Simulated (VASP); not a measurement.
Runs of VASP 6.6.1 on KF. The structure is that of space group R-3m (No. 166), or close to it. The cells are those of the table. 

```tsv
cell	gap on the mesh (eV)	pressure (GPa)
a = 3.263 Å, angles 92.7°, 2 atoms	(b)	-2.2
a = 3.277 Å, angles 95.9°, 2 atoms	6.03	-0.8
a = 3.427 Å, angles 105.7°, 2 atoms	3.47	27.5
a = 3.486 Å, angles 67.3°, 2 atoms	(a)	2.5
a = 3.284 Å, angles 82.7°, 2 atoms	6.11	-1.3
```

Alike in all rows: task single point; level PBEsol; potentials or basis VASP PAW PBE potentials, release 64 (K_sv, F); no spin polarisation; k mesh 8 × 8 × 8; cutoff (eV) 520; smearing gaussian 0.05 eV.

Question: Fill in the values left out.

Answer: (a) 6.37; (b) 6.09.

Caveats: the PAW data sets were made with another functional, which shifts forces and pressure a little; the cell stands under pressure (at least some runs).

A k mesh can miss the band edges.
